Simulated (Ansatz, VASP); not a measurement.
**BN in VASP and in Ansatz**

INCAR

```
SYSTEM = BN
  PREC = Accurate
  ENCUT = 520
  EDIFF = 1E-6
  ISMEAR = -1
  SIGMA = 0.05
  LREAL = .FALSE.
  LASPH = .TRUE.
  NELM = 80
  ALGO = Normal
  ISIF = 2
  LWAVE = .FALSE.
  LCHARG = .FALSE.
  GGA = CA
  NBANDS = 11
```

File KPOINTS:

```
regular mesh
0
G
  13 13 9
  0 0 0
```

The input POSCAR:

```
BN
1.0
    2.4568420491      0.0000000000      0.0000000000
   -1.2212605467      2.1318056974      0.0000000000
   -0.6177907512     -1.0659028487      2.9608381970
N B
1 1
Direct
    0.6685060000      0.3323850000      0.9849990000
    0.9796430000      0.9834990000      0.0018060000
```

Contents of input.yaml:

```yaml
crystal:
  lattice:
    - [2.4568420491, 0.0, 0.0]
    - [-1.2212605467, 2.1318056974, 0.0]
    - [-0.6177907512, -1.0659028487, 2.960838197]
  atoms:
    - { symbol: "N", position: [0.668506, 0.332385, 0.984999] }
    - { symbol: B, position: [0.979643, 0.983499, 0.001806] }
kpoints:
  mp_grid: { grid: [13, 13, 9] }
scf:
  occupations: { method: fermi_dirac, width: 0.05 }
hamiltonian:
  xc: lda
  pseudopotentials: { kind: all_electron, lapw: { basis_error: 0.001 } }
output:
  forces: true
  stress: true
  eigenvalues: true
```

Change from the starting cell: volume scaled by 0.94.

Alike in both runs: task single point; functional LDA; k mesh 13 × 13 × 9; occupations fermi-dirac, width 0.05 eV; no spin polarisation.

|  | VASP | Ansatz |
| --- | --- | --- |
| version | VASP 6.6.1 | Ansatz 0.2.0 |
| potentials or method | VASP PAW LDA potentials, release 64 (N, B), cutoff 520 eV | all-electron LAPW, scalar-relativistic |

Ansatz gave:

- gap on the k mesh at the Fermi level (eV): 2.60
- least direct gap on the mesh (eV): 4.54
- pressure (GPa): 14.3
- traceless stress, the component that is largest in VASP (GPa): 13.27
- rms of the force components (eV/Å): 1.796

Problem. Which values does VASP return?

Solution. gap on the k mesh at the Fermi level (eV): 2.59; least direct gap on the mesh (eV): 4.53; pressure (GPa): 14.6; traceless stress, the component that is largest in VASP (GPa): 13.48; rms of the force components (eV/Å): 1.785.

LDA's correlation is that of Perdew and Zunger in VASP and of Perdew and Wang (1992) in Ansatz. Atom by atom the forces differ by 0.011 eV/Å (rms over components). Ansatz ran all-electron here, and VASP with PAW potentials.
